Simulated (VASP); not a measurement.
# BaTiO3 in VASP: notebook

BaTiO3 is run at these levels: PBE+D3(BJ), r2SCAN+D3(BJ); tasks: single point.

Program: VASP 6.6.1. These are calculated values, not measurements. Logs are shortened: lines on timing, memory, paths and dates and some standing lists are left out, and cuts for length are marked.

## 1. The cell of the first run

The typed cell holds 5 atoms: a = 4.018 Å, b = 4.018 Å, c = 4.019 Å, α = 89.81°, β = 89.81°, γ = 89.81°.

## 2. Single point, PBE+D3(BJ)

The input, INCAR:

```
PREC = Accurate
ENCUT = 520
EDIFF = 1E-6
ISMEAR = -1
SIGMA = 0.05
LREAL = F
LASPH = T
NELM = 80
ALGO = Normal
ISIF = 2
LWAVE = F
LCHARG = T
GGA = PE
IVDW = 12
LELF = T
LVHAR = T
NBANDS = 28
```

The input, KPOINTS:

```
Automatic mesh
0
Gamma
  7 7 7
```

The input, POSCAR:

```
BaTiO3
1.0
    4.0176217330      0.0064891384      0.0065649090
    0.0064891384      4.0176432856      0.0065674187
    0.0065947808      0.0065973019      4.0188161972
Ba Ti O
1 1 3
Direct
    0.9930246248      0.9930215868     -0.0014608425
    0.4804896160      0.4804840300      0.4859080259
    0.5062824216      0.5062846549      0.0196233475
    0.5063279363      0.0138792359      0.5119647058
    0.0138754113      0.5063304923      0.5119647732
```

Potentials or basis: VASP PAW PBE potentials, release 64 (Ba_sv, Ti_sv, O).

Run with:

```console
$ cat potpaw_PBE.64/Ba_sv/POTCAR potpaw_PBE.64/Ti_sv/POTCAR potpaw_PBE.64/O/POTCAR > POTCAR
$ mpirun -np 1 vasp_std > vasp.out
```

OUTCAR:

```text
PREC = Accurate
   ENCUT = 520
   EDIFF = 1E-6
   ISMEAR = -1
   LREAL = F
   LASPH = T
   NELM = 80
   ISIF = 2
   GGA = PE
   IVDW = 12
 IVDW          = 12

 ion  position               nearest neighbor table
   1  0.993  0.993  0.999-   5 2.77   4 2.77   3 2.77   4 2.84   3 2.84   5 2.84   3 2.84   5 2.84
                             4 2.84   3 2.92   4 2.92   5 2.92   2 3.40   2 3.45   2 3.45   2 3.45
   2  0.480  0.480  0.486-   3 1.88   4 1.88   5 1.88   5 2.15   4 2.15   3 2.15   1 3.40   1 3.45
                             1 3.45   1 3.45   1 3.51   1 3.51   1 3.51   1 3.58
   3  0.506  0.506  0.020-   2 1.88   2 2.15   1 2.77   1 2.84   1 2.84   1 2.92
   4  0.506  0.014  0.512-   2 1.88   2 2.15   1 2.77   1 2.84   1 2.84   1 2.92
   5  0.014  0.506  0.512-   2 1.88   2 2.15   1 2.77   1 2.84   1 2.84   1 2.92

  LATTYP: Found a base centered monoclinic cell.
 ALAT       =     5.6909825627
 B/A-ratio  =     0.9967722258
 C/A-ratio  =     0.7061745452
 COS(beta)  =    -0.0046286831

  Lattice vectors:

 A1 = (  -4.0176217330,  -0.0064891384,  -0.0065649090)
 A2 = (  -0.0064891384,  -4.0176432856,  -0.0065674187)
 A3 = (   0.0065947808,   0.0065973019,   4.0188161972)

Analysis of symmetry for initial positions (statically):
=====================================================================
 Subroutine PRICEL returns:
 Original cell was already a primitive cell.

 Routine SETGRP: Setting up the symmetry group for a
 base centered monoclinic supercell.

 Subroutine GETGRP returns: Found  2 space group operations
 (whereof  2 operations were pure point group operations)
 out of a pool of  4 trial point group operations.

The static configuration has the point symmetry C_1h.

Analysis of symmetry for dynamics (positions and initial velocities):
=====================================================================
 Subroutine PRICEL returns:
 Original cell was already a primitive cell.

 Routine SETGRP: Setting up the symmetry group for a
 base centered monoclinic supercell.

 Subroutine GETGRP returns: Found  2 space group operations
 (whereof  2 operations were pure point group operations)
 out of a pool of  4 trial point group operations.

The dynamic configuration has the point symmetry C_1h.

 Subroutine INISYM returns: Found  2 space group operations
 (whereof  2 operations are pure point group operations),
 and found     1 'primitive' translations

----------------------------------------------------------------------------------------

                                     Primitive cell

  volume of cell :      64.8687

  direct lattice vectors                    reciprocal lattice vectors
     4.017621733  0.006489138  0.006564909     0.248904787 -0.000401355 -0.000407788
     0.006489138  4.017643286  0.006567419    -0.000401355  0.248903452 -0.000407942
     0.006594781  0.006597302  4.018816197    -0.000405941 -0.000406094  0.248830827

  length of vectors
     4.017632337  4.017653894  4.018827023     0.248905445  0.248904110  0.248831489

  position of ions in fractional coordinates (direct lattice)
     0.993024625  0.993021587  0.998539157
     0.480489616  0.480484030  0.485908026
     0.506282422  0.506284655  0.019623348
     0.506327936  0.013879236  0.511964706
     0.013875411  0.506330492  0.511964773

  ion indices of the primitive-cell ions
   primitive index   ion index
                 1           1
                 2           2
                 3           3
                 4           4
                 5           5

----------------------------------------------------------------------------------------

 KPOINTS: Automatic mesh

Automatic generation of k-mesh.
 Grid dimensions read from file:
 generate k-points for:    7    7    7

 Generating k-lattice:

  Cartesian coordinates                     Fractional coordinates (reciprocal lattice)
     0.035557827 -0.000057336 -0.000058255     0.142857143 -0.000000000 -0.000000000
    -0.000057336  0.035557636 -0.000058277     0.000000000  0.142857143  0.000000000
    -0.000057992 -0.000058013  0.035547261     0.000000000  0.000000000  0.142857143

  Length of vectors
     0.035557921  0.035557730  0.035547356

  Shift w.r.t. Gamma in fractional coordinates (k-lattice)
     0.000000000  0.000000000  0.000000000

 Subroutine IBZKPT returns following result:
 ===========================================

 Found    100 irreducible k-points:

 Following reciprocal coordinates:
            Coordinates               Weight
  0.000000  0.000000  0.000000      1.000000
  0.142857 -0.000000 -0.000000      4.000000
  0.285714 -0.000000 -0.000000      4.000000
  0.428571  0.000000 -0.000000      4.000000
  0.142857  0.142857 -0.000000      2.000000
  0.285714  0.142857 -0.000000      4.000000
[... 16 lines left out ...]
 -0.142857 -0.000000  0.142857      4.000000
  0.142857  0.142857  0.142857      2.000000
 [... further k-points ...]
   k-points           NKPTS =    100   k-points in BZ     NKDIM =    100   number of bands    NBANDS=     28
   number of dos      NEDOS =    301   number of ions     NIONS =      5
   total plane-waves  NPLWV =  27000
   dimension x,y,z NGX =    30 NGY =   30 NGZ =   30
   dimension x,y,z NGXF=    60 NGYF=   60 NGZF=   60
   ions per type =               1   1   3
   NGX,Y,Z   is equivalent  to a cutoff of  12.41, 12.41, 12.41 a.u.
   NGXF,Y,Z  is equivalent  to a cutoff of  24.83, 24.83, 24.82 a.u.
 SYSTEM =  unknown system
   PREC   = accura    normal or accurate (medium, high low for compatibility)
   ISTART =      0    job   : 0-new  1-cont  2-samecut
   ICHARG =      2    charge: 1-file 2-atom 10-const
   ISPIN  =      1    spin polarized calculation?
   LNONCOLLINEAR =      F non collinear calculations
   LSORBIT =      F    spin-orbit coupling
   LASPH  =      T    aspherical Exc in radial PAW
   ENCUT  =  520.0 eV  38.22 Ry    6.18 a.u.   7.47  7.47  7.47*2*pi/ulx,y,z
   NELM   =     80;   NELMIN=  2; NELMDL= -5     # of ELM steps
   EDIFF  = 0.1E-05   stopping-criterion for ELM
   LREAL  =      F    real-space projection
   EDIFFG = 0.1E-04   stopping-criterion for IOM
   NSW    =      0    number of steps for IOM
   IBRION =     -1    ionic relax: 0-MD 1-quasi-New 2-CG
   NFREE  =      0    steps in history (QN), initial steepest desc. (CG)
   ISIF   =      2    stress and relaxation
   ISYM   =      2    0-nonsym 1-usesym 2-fastsym
   POTIM  = 0.5000    time-step for ionic-motion
   TEBEG  =    0.0;   TEEND  =   0.0 temperature during run
   PSTRESS=    0.0 pullay stress
   NELECT =      40.0000    total number of electrons
   NUPDOWN=      -1.0000    fix difference up-down
   EMIN   =  10.00;   EMAX   =-10.00  energy-range for DOS
   EFERMI =   0.00;   METHOD = LEGACY
   ISMEAR =    -1;   SIGMA  =   0.05  broadening in eV -4-tet -1-fermi 0-gaus
   EFERMI_NEDOS =   21; number of points for ismear=-14 and -15
   IALGO  =     38    algorithm
   IMIX   =      4    mixing-type and parameters
     AMIX     =   0.40;   BMIX     =  1.00
     AMIX_MAG =   1.60;   BMIX_MAG =  1.00
  volume/ion in A,a.u.               =      12.97        87.55
  Fermi-wavevector in a.u.,A,eV,Ry     =   1.393423  2.633189 26.417467  1.941629
  Thomas-Fermi vector in A             =   2.517071
   LORBIT       =      0    0 simple, 1 ext, 2 COOP (PROOUT), +10 PAW based schemes
   GGA     = PE    functional components
   LHFCALC =     F    Hartree Fock is set to
   AEXX    =    0.0000 exact exchange contribution
   IVDW    =    12    specifies the selected vdW correction
   LEPSILON=     F    determine dielectric tensor
   LRPA    =     F    only Hartree local field effects (RPA)
 non-spin polarized calculation
  energy-cutoff  :      520.00
  volume of cell :       64.87
 maximum number of plane-waves:      1768
 NGX is ok and might be reduce to    30
   NGX = 15   NGY = 15   NGZ = 15

 number of electron      40.0000007 magnetization

 Free energy of the ion-electron system (eV)
  ---------------------------------------------------
  ext. energy  EPLUGINS =         0.00000000
  ---------------------------------------------------
  free energy    TOTEN  =       -40.01672719 eV

  energy without entropy =      -40.01672719  energy(sigma->0) =      -40.01672719

 E-fermi :   4.8139     XC(G=0): -11.1800

 val. band max:        3.6275856366   @ k =   0.4286   0.4286   0.4286
 cond. band min:       6.0737788703   @ k =   0.0000   0.0000   0.0000
 fundamental gap:      2.4461932337
 Fermi energy:         4.8138788693

 k-point     1 :       0.0000    0.0000    0.0000
  band No.  band energies     occupation
      1     -52.6383      2.00000
      2     -28.8892      2.00000
      3     -28.8886      2.00000
      4     -28.8881      2.00000
      5     -21.1387      2.00000
      6     -13.1176      2.00000
[... 20 lines left out ...]
     27       8.7617      0.00000
     28      10.9313      0.00000

 k-point     2 :       0.1429   -0.0000   -0.0000
  band No.  band energies     occupation
      1     -52.6381      2.00000
      2     -28.8980      2.00000
      3     -28.8888      2.00000
      4     -28.8879      2.00000
      5     -21.1180      2.00000
      6     -13.1284      2.00000
[... 20 lines left out ...]
     27       9.1457      0.00000
     28      11.4135      0.00000

 k-point     3 :       0.2857   -0.0000   -0.0000
  band No.  band energies     occupation
      1     -52.6377      2.00000
      2     -28.9194      2.00000
      3     -28.8880      2.00000
      4     -28.8871      2.00000
      5     -21.0709      2.00000
      6     -13.2105      2.00000
[... 20 lines left out ...]
     27      10.1209      0.00000
     28      12.0256      0.00000

 k-point     4 :       0.4286    0.0000   -0.0000
  band No.  band energies     occupation
      1     -52.6373      2.00000
      2     -28.9364      2.00000
      3     -28.8873      2.00000
      4     -28.8864      2.00000
      5     -21.0323      2.00000
      6     -13.3109      2.00000
[... 20 lines left out ...]
     27      11.0795      0.00000
     28      11.9214      0.00000

 k-point     5 :       0.1429    0.1429   -0.0000
  band No.  band energies     occupation
      1     -52.6379      2.00000
      2     -28.8976      2.00000
      3     -28.8975      2.00000
      4     -28.8883      2.00000
      5     -21.0989      2.00000
      6     -13.1159      2.00000
[... 20 lines left out ...]
     27       9.5260      0.00000
     28      11.6652      0.00000

 k-point     6 :       0.2857    0.1429   -0.0000
  band No.  band energies     occupation
      1     -52.6375      2.00000
      2     -28.9188      2.00000
      3     -28.8966      2.00000
      4     -28.8875      2.00000
      5     -21.0548      2.00000
      6     -13.1504      2.00000
[... 463 lines left out ...]
      5     -21.0185      2.00000
      6     -13.2245      2.00000
[... 20 lines left out ...]
     27      11.4463      0.00000
     28      12.2136      0.00000

 k-point    22 :      -0.2857    0.0000    0.1429
  band No.  band energies     occupation
      1     -52.6375      2.00000
      2     -28.9189      2.00000
      3     -28.8973      2.00000
      4     -28.8868      2.00000
      5     -21.0543      2.00000
      6     -13.1529      2.00000
[... 20 lines left out ...]
     27      10.4887      0.00000
     28      12.2843      0.00000

 k-point    23 :      -0.1429   -0.0000    0.1429
  band No.  band energies     occupation
      1     -52.6379      2.00000
      2     -28.8990      2.00000
      3     -28.8969      2.00000
      4     -28.8876      2.00000
      5     -21.0985      2.00000
      6     -13.1179      2.00000
[... 20 lines left out ...]
     27       9.5273      0.00000
     28      11.6679      0.00000

 k-point    24 :       0.1429    0.1429    0.1429
  band No.  band energies     occupation
      1     -52.6377      2.00000
      2     -28.8978      2.00000
      3     -28.8971      2.00000
      4     -28.8971      2.00000
      5     -21.0810      2.00000
      6     -13.0886      2.00000
[... 20 lines left out ...]
     27       9.8059      0.00000
     28      11.6916      0.00000

 [... further k-points ...]

------------------------ aborting loop because EDIFF is reached ----------------------------------------

 Edisp (eV)   -1.30938

 E8    (eV) :    -0.5954

  FORCE on cell =-STRESS in cart. coord.  units (eV):
  Direction    XX          YY          ZZ          XY          YZ          ZX
  --------------------------------------------------------------------------------------
  -------------------------------------------------------------------------------------
  Total       0.70150     0.70151     0.69853    -0.00798    -0.00844    -0.00844
  in kB      17.32622    17.32641    17.25291    -0.19707    -0.20844    -0.20848
  external pressure =       17.30 kB  Pullay stress =        0.00 kB

 VOLUME and BASIS-vectors are now :
 -----------------------------------------------------------------------------
  energy-cutoff  :      520.00
  volume of cell :       64.87
      direct lattice vectors                 reciprocal lattice vectors
     4.017621733  0.006489138  0.006564909     0.248904787 -0.000401355 -0.000407788
     0.006489138  4.017643286  0.006567419    -0.000401355  0.248903452 -0.000407942
     0.006594781  0.006597302  4.018816197    -0.000405941 -0.000406094  0.248830827

 POSITION                                       TOTAL-FORCE (eV/Angst)
 -----------------------------------------------------------------------------------
      4.00263      4.00264      4.02599         0.021970      0.021970      0.022184
      1.93675      1.93674      1.95908         0.042040      0.042040      0.042648
      2.03747      2.03749      0.08551        -0.009677     -0.009677     -0.043947
      2.03770      0.06243      2.06091        -0.009905     -0.044428     -0.010443
      0.06241      2.03772      2.06091        -0.044428     -0.009905     -0.010442
 -----------------------------------------------------------------------------------
    total drift:                               -0.004327      0.003652     -0.000290

  FREE ENERGIE OF THE ION-ELECTRON SYSTEM (eV)
  ---------------------------------------------------
  free  energy   TOTEN  =       -41.3261087893 eV

  energy  without entropy=      -41.3261087893  energy(sigma->0) =      -41.32610879
```

Wall time 5.3 min (1 thread of Oxide Virtual Turin-like, shared host); peak memory 0.28 GiB.

Results:

- Free energy: -41.3261 eV
- Pressure: 1.7 GPa
- Largest force: 0.073 eV/Å
- Band gap on the k mesh: 2.45 eV, indirect (least direct gap 2.81 eV)
- Dispersion energy per atom: -0.262 eV

Forces on the atoms (eV/Å):
```
Ba   0.022  0.022  0.022
Ti   0.042  0.042  0.043
O   -0.010 -0.010 -0.044
O   -0.010 -0.044 -0.010
O   -0.044 -0.010 -0.010
```

Caveat: spin-orbit coupling is left out, which moves the levels of the heavy elements. A hybrid or GW would open this gap; PBE tends to underestimate it.

## 3. Single point, r2SCAN+D3(BJ)

This run uses another cell than the first one, of 12.85 Å³/atom, 0.991 times its volume.

The input, POSCAR:

```
BaTiO3
1.0
    4.0048148352      0.0055267172      0.0057661219
    0.0055267172      4.0040310995      0.0057211858
    0.0057923591      0.0057472185      4.0070052659
Ba Ti O
1 1 3
Direct
    0.9938753790      0.9939384021     -0.0006661538
    0.4814288067      0.4815726407      0.4866840080
    0.5054688995      0.5054335186      0.0195454626
    0.5055664233      0.0135472006      0.5112262996
    0.0136605015      0.5055082380      0.5112103937
```

The input, INCAR.step1:

```
PREC = Accurate
ENCUT = 520
ISMEAR = -1
SIGMA = 0.05
LREAL = False
LASPH = True
NELM = 80
NBANDS = 28
GGA = PE
ALGO = Normal
EDIFF = 1E-4
LWAVE = True
LCHARG = False
```

The input, INCAR.step2:

```
PREC = Accurate
ENCUT = 520
EDIFF = 1E-7
ISMEAR = -1
SIGMA = 0.05
LREAL = False
LASPH = True
NELM = 80
ALGO = Normal
ISIF = 2
LWAVE = False
LCHARG = True
METAGGA = R2SCAN
LMIXTAU = True
IVDW = 12
VDW_S6 = 1.0
VDW_S8 = 0.78981345
VDW_A1 = 0.49484001
VDW_A2 = 5.73083694
LELF = True
LVHAR = True
NBANDS = 28
ISTART = 1
```

The input, KPOINTS:

```
regular mesh
0
Gamma
  7 7 7
```

Potentials or basis: VASP PAW PBE potentials, release 64 (Ba_sv, Ti_sv, O).

Run with:

```console
$ cat potpaw_PBE.64/Ba_sv/POTCAR potpaw_PBE.64/Ti_sv/POTCAR potpaw_PBE.64/O/POTCAR > POTCAR
$ cp INCAR.step1 INCAR
$ mpirun -np 1 vasp_std > vasp.out
$ cp INCAR.step2 INCAR
$ mpirun -np 1 vasp_std > vasp.out
```

Wall time 22 min (1 thread of Oxide Virtual Turin-like, shared host); peak memory 0.37 GiB.

Results (log left out):

| Item | Value |
| --- | --- |
| Free energy | -74.8899 eV |
| Pressure | 2.0 GPa |
| Largest force | 0.165 eV/Å |
| Band gap on the k mesh | 2.82 eV, indirect (least direct gap 3.16 eV) |
| Dispersion energy per atom | -0.127 eV |

Forces in eV/Å, atoms in the order of the input:
```
Ba   0.016  0.016  0.015
Ti   0.094  0.093  0.098
O   -0.008 -0.007 -0.094
O   -0.008 -0.093 -0.009
O   -0.094 -0.008 -0.010
```

Levels at points of the mesh, in eV from the valence-band top:
```tsv
k point	band 18	band 19	band 20	band 21	band 22	band 23
(0.00, 0.00, 0.00)	-0.46	-0.35	-0.35	2.82	2.82	2.95
```

Caveat: the PAW data sets were made with another functional, which shifts forces and pressure a little; spin-orbit coupling is left out, which moves the levels of the heavy elements. r2SCAN opens gaps a little over a GGA but as a rule still falls short of measured ones.
